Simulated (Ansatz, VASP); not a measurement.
**BeHF3 in VASP and in Ansatz**

```xyz
5
Lattice="3.7688 0.0000 0.0000 0.0000 3.7688 0.0000 0.0000 0.0000 3.7688" Properties=species:S:1:pos:R:3 pbc="T T T"
Be    1.8844    1.8844    1.8844
H     0.0000    0.0000    0.0000
F     0.0000    1.8844    1.8844
F     1.8844    0.0000    1.8844
F     1.8844    1.8844    0.0000
```

Change from the starting cell: species swapped into the Ba3PbO type (Pm-3m, No. 221).

Alike in both runs: task single point; functional PBE; k mesh 4 × 4 × 4; occupations gaussian, width 0.1 eV; no spin polarisation.

|  | VASP | Ansatz |
| --- | --- | --- |
| version | VASP 6.6.1 | Ansatz 0.2.0 |
| potentials or method | VASP PAW PBE potentials, release 64 (Be, H, F), cutoff 520 eV | scalar-relativistic, plane waves, PAW |
| valence electrons in the cell | 24 | 24 |

|  | VASP | Ansatz | Ansatz less VASP |
| --- | --- | --- | --- |
| gap on the k mesh at the Fermi level (eV) | none | none | - |
| pressure (GPa) | -16.8 | -16.5 | +0.23 |

A gap of «none» marks a metal or a gap that the smearing closes.

The k mesh is coarse, so the values compare programs but aren't converged.
